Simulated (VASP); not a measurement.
# SnO2 (P6_3/mmc) in VASP: notebook, part 2 of 2

VASP 6.6.1.

### 4 Single point, PBE+D3(BJ) (15.99 Å³/atom)

This run uses another cell than the first one, of 15.99 Å³/atom.

File INCAR:

```
SYSTEM = SnO2
PREC     = Accurate       ! precision mode
ENCUT    = 520            ! plane-wave cutoff, eV
EDIFF    = 1E-6           ! SCF threshold, eV
ISMEAR   = 0              ! smearing method
SIGMA    = 0.05           ! smearing width, eV
LREAL    = .False.        ! projectors in reciprocal space
LASPH    = .True.         ! aspherical terms in the spheres
NELM     = 100            ! most SCF steps
ALGO     = Normal         ! electronic algorithm
ISIF     = 2              ! what is computed and relaxed
LWAVE    = .False.        ! write WAVECAR
LCHARG   = .True.         ! write CHGCAR
GGA      = PE             ! functional
IVDW     = 12             ! dispersion correction
LELF     = .True.         ! ELF
LVHAR    = .True.       
NBANDS   = 35             ! bands
```

File KPOINTS:

```
Automatic mesh
0
Gamma
  12 12 4
  0 0 0
```

File POSCAR:

```
SnO2
1.0
    3.3415991023      0.0000000000      0.0000000000
   -1.6707995511      2.8939097118      0.0000000000
    0.0000000000      0.0000000000      9.9242151738
Sn O
2 4
Direct
    0.0000000000      0.0000000000      0.5000000000
    0.0000000000      0.0000000000      0.0000000000
    0.6666666667      0.3333333333      0.4017901367
    0.6666666667      0.3333333333      0.0982098633
    0.3333333333      0.6666666667      0.5982098633
    0.3333333333      0.6666666667      0.9017901367
```

The run is started by

```console
cat potpaw_PBE.64/Sn_d/POTCAR potpaw_PBE.64/O/POTCAR > POTCAR
mpirun -np 1 vasp_std > vasp.out
```

Wall time 1.8 min (1 thread of Intel Xeon 6975P-C (Granite Rapids), shared host); peak memory 0.33 GiB.

Results (log left out):

| Quantity | Value |
| --- | --- |
| Free energy | -37.0243 eV |
| Pressure | -8.0 GPa |
| Largest force | 0.208 eV/Å |
| Band gap on the k mesh | 1.19 eV (least direct gap 1.53 eV) |
| Dispersion energy per atom | -0.158 eV |

Forces in eV/Å, atoms in the order of the input:
```
Sn   0.000  0.000  0.000
Sn   0.000  0.000  0.000
O    0.000  0.000  0.208
O    0.000  0.000 -0.208
O    0.000  0.000 -0.208
O    0.000  0.000  0.208
```

Stress tensor (GPa, compression positive):
```
-11.88   0.00   0.00
  0.00 -11.88   0.00
  0.00   0.00  -0.39
```

Levels at points of the mesh, in eV from the valence-band top:
```
           k point  band 24  band 25  band 26  band 27  band 28  band 29
(0.00, 0.00, 0.00)    -1.23    -1.23    -0.34     1.19     2.23     4.72
(0.50, 0.00, 0.00)    -0.81    -0.72    -0.11     4.31     4.50     6.19
(0.00, 0.00, 0.50)    -1.26    -0.89    -0.89     1.76     1.76     5.05
(0.50, 0.00, 0.50)    -0.77    -0.38    -0.38     4.40     4.40     6.62
```

Caveat: the cell stands under tension; spin-orbit coupling is left out, which moves the levels of the heavy elements.

### 5 Single point, PBE+D3(BJ) (15.99 Å³/atom)

This run uses another cell than the first one, of 15.99 Å³/atom.

File INCAR:

```
SYSTEM = SnO2
PREC     = Accurate       ! precision mode
ENCUT    = 520            ! plane-wave cutoff, eV
EDIFF    = 1E-6           ! SCF threshold, eV
ISMEAR   = 0              ! smearing method
SIGMA    = 0.05           ! smearing width, eV
LREAL    = .FALSE.        ! projectors in reciprocal space
LASPH    = .TRUE.         ! aspherical terms in the spheres
NELM     = 80             ! most SCF steps
ALGO     = Normal         ! electronic algorithm
ISIF     = 2              ! what is computed and relaxed
LWAVE    = .FALSE.        ! write WAVECAR
LCHARG   = .FALSE.        ! write CHGCAR
GGA      = PE             ! functional
IVDW     = 12             ! dispersion correction
NBANDS   = 35             ! bands
```

File KPOINTS:

```
Automatic mesh
0
G
  12 12 4
  0 0 0
```

POSCAR, as its differences from that of step 4:

```diff
@@ -2,5 +2,5 @@
 1.0
-    3.3415991023      0.0000000000      0.0000000000
-   -1.6707995511      2.8939097118      0.0000000000
-    0.0000000000      0.0000000000      9.9242151738
+    3.2318013656      0.0000000000      0.0000000000
+   -1.6159006828      2.7988220826      0.0000000000
+    0.0000000000      0.0000000000     10.6100038833
 Sn O
```

Potentials or basis: VASP PAW PBE potentials, release 64 (Sn_d, O).

The run is started by

```console
cat potpaw_PBE.64/Sn_d/POTCAR potpaw_PBE.64/O/POTCAR > POTCAR
mpirun -np 1 vasp_std > vasp.out
```

OUTCAR:

```text
SYSTEM = SnO2
   PREC = Accurate
   ENCUT = 520
   EDIFF = 1E-6
   ISMEAR = 0
   LREAL = .FALSE.
   LASPH = .TRUE.
   NELM = 80
   ISIF = 2
   GGA = PE
   IVDW = 12
 IVDW          = 12

 ion  position               nearest neighbor table
   1  0.000  0.000  0.500-   3 2.14   5 2.14   3 2.14   5 2.14   3 2.14   5 2.14
   2  0.000  0.000  0.000-   4 2.14   6 2.14   4 2.14   6 2.14   4 2.14   6 2.14
   3  0.667  0.333  0.402-   1 2.14   1 2.14   1 2.14
   4  0.667  0.333  0.098-   2 2.14   2 2.14   2 2.14
   5  0.333  0.667  0.598-   1 2.14   1 2.14   1 2.14
   6  0.333  0.667  0.902-   2 2.14   2 2.14   2 2.14
[... 1125 lines left out ...]
  -------------------------------------------------------------------------------------
  Total      -2.05978    -2.05978    -1.99479     0.00000     0.00000     0.00000
  in kB     -34.38717   -34.38717   -33.30208     0.00000     0.00000     0.00000
  external pressure =      -34.03 kB  Pullay stress =        0.00 kB

 VOLUME and BASIS-vectors are now :
 -----------------------------------------------------------------------------
  energy-cutoff  :      520.00
  volume of cell :       95.97
      direct lattice vectors                 reciprocal lattice vectors
     3.231801366  0.000000000  0.000000000     0.309424957  0.178646582  0.000000000
    -1.615900683  2.798822083  0.000000000     0.000000000  0.357293165  0.000000000
     0.000000000  0.000000000 10.610003883     0.000000000  0.000000000  0.094250672

 POSITION                                       TOTAL-FORCE (eV/Angst)
 -----------------------------------------------------------------------------------
      0.00000      0.00000      5.30500         0.000000      0.000000     -0.000000
      0.00000      0.00000      0.00000         0.000000      0.000000     -0.000000
      1.61590      0.93294      4.26299        -0.000000      0.000000      0.402387
      1.61590      0.93294      1.04201         0.000000      0.000000     -0.402387
     -0.00000      1.86588      6.34701        -0.000000     -0.000000     -0.402387
     -0.00000      1.86588      9.56800        -0.000000     -0.000000      0.402387
 -----------------------------------------------------------------------------------
    total drift:                               -0.000000      0.000000      0.000000

  FREE ENERGIE OF THE ION-ELECTRON SYSTEM (eV)
  ---------------------------------------------------
  free  energy   TOTEN  =       -37.2601260729 eV

  energy  without entropy=      -37.2601260729  energy(sigma->0) =      -37.26012607
```

OSZICAR:

```text
N       E                     dE             d eps       ncg     rms          rms(c)
DAV:   1     0.648113698668E+03    0.64811E+03   -0.25541E+04  4307   0.212E+03
DAV:   2     0.673205553099E+02   -0.58079E+03   -0.54839E+03  4390   0.596E+02
DAV:   3    -0.362613852809E+02   -0.10358E+03   -0.10115E+03  4348   0.210E+02
DAV:   4    -0.419838628342E+02   -0.57225E+01   -0.56817E+01  4957   0.548E+01
DAV:   5    -0.421407971272E+02   -0.15693E+00   -0.15669E+00  4940   0.942E+00    0.149E+01
DAV:   6    -0.362685636990E+02    0.58722E+01   -0.17627E+01  6198   0.649E+01    0.615E+00
DAV:   7    -0.363508130852E+02   -0.82249E-01   -0.21632E+00  4302   0.859E+00    0.315E+00
DAV:   8    -0.363177805279E+02    0.33033E-01   -0.19170E-01  6108   0.361E+00    0.970E-01
DAV:   9    -0.363112032761E+02    0.65773E-02   -0.32676E-02  6269   0.251E+00    0.144E-01
DAV:  10    -0.363127263478E+02   -0.15231E-02   -0.60965E-03  5187   0.818E-01    0.808E-02
DAV:  11    -0.363127660800E+02   -0.39732E-04   -0.75857E-04  6371   0.323E-01    0.262E-02
DAV:  12    -0.363127840198E+02   -0.17940E-04   -0.68283E-05  4626   0.642E-02    0.151E-02
DAV:  13    -0.363127828146E+02    0.12052E-05   -0.95421E-06  5737   0.240E-02    0.251E-03
DAV:  14    -0.363127826628E+02    0.15183E-06   -0.65103E-07  3082   0.794E-03
   1 F= -.37260126E+02 E0= -.37260126E+02  d E =-.943417E-14
```

Run time: 74 s. Hardware: 1 thread of Intel Xeon 6975P-C (Granite Rapids), shared host; peak memory 0.31 GiB.

Results:

```yaml
Free_energy: -37.2601 eV
Pressure: -3.4 GPa
Largest_force: 0.402 eV/Å
Band_gap_on_the_k_mesh: 1.98 eV (least direct gap 2.30 eV)
Dispersion_energy_per_atom: -0.158 eV
```

Forces on the atoms (eV/Å):
```
Sn   0.000  0.000  0.000
Sn   0.000  0.000  0.000
O    0.000  0.000  0.402
O    0.000  0.000 -0.402
O    0.000  0.000 -0.402
O    0.000  0.000  0.402
```

Levels at points of the mesh, in eV from the valence-band top:
| k point | band 23 | band 24 | band 25 | band 26 | band 27 | band 28 | band 29 | band 30 |
| --- | --- | --- | --- | --- | --- | --- | --- | --- |
| (0.00, 0.00, 0.00) | -0.87 | -0.84 | -0.84 | -0.32 | 1.98 | 2.77 | 5.30 | 5.69 |
| (0.50, 0.00, 0.00) | -0.60 | -0.54 | -0.53 | -0.07 | 4.90 | 5.06 | 6.79 | 7.41 |
| (0.00, 0.00, 0.50) | -0.86 | -0.86 | -0.71 | -0.71 | 2.39 | 2.39 | 5.51 | 5.51 |
| (0.50, 0.00, 0.50) | -0.57 | -0.57 | -0.28 | -0.28 | 4.98 | 4.98 | 7.08 | 7.08 |

Caveat: the cell stands under tension; spin-orbit coupling is left out, which moves the levels of the heavy elements.

### 6 Summary

| cell | gap on the mesh (eV) | pressure (GPa) | largest force (eV/Å) |
| --- | --- | --- | --- |
| a = 3.061, b = 3.061, c = 10.461 Å, angles 90.0, 90.0, 120.0°, 6 atoms | 3.05 | 19.1 | 1.06 |
| a = 3.102, b = 3.102, c = 10.185 Å, angles 90.0, 90.0, 120.0°, 6 atoms | 2.76 | 16.0 | 1.11 |
| a = 3.342, b = 3.342, c = 9.924 Å, angles 90.0, 90.0, 120.0°, 6 atoms | 1.19 | -8.0 | 0.21 |
| a = 3.232, b = 3.232, c = 10.610 Å, angles 90.0, 90.0, 120.0°, 6 atoms | 1.98 | -3.4 | 0.40 |

Alike in all rows: task single point; level PBE+D3(BJ); potentials or basis VASP PAW PBE potentials, release 64 (Sn_d, O); no spin polarisation; k mesh 12 × 12 × 4; cutoff (eV) 520; smearing gaussian 0.05 eV.

Caveats: spin-orbit coupling is left out, which moves the levels of the heavy elements; the cell stands under pressure (at least some runs); forces of over 1 eV/Å act on the atoms, so gaps and moduli don't describe the material at rest (at least some runs); the cell stands under tension (at least some runs).

Absolute energies hang on the potentials; compare differences alone.
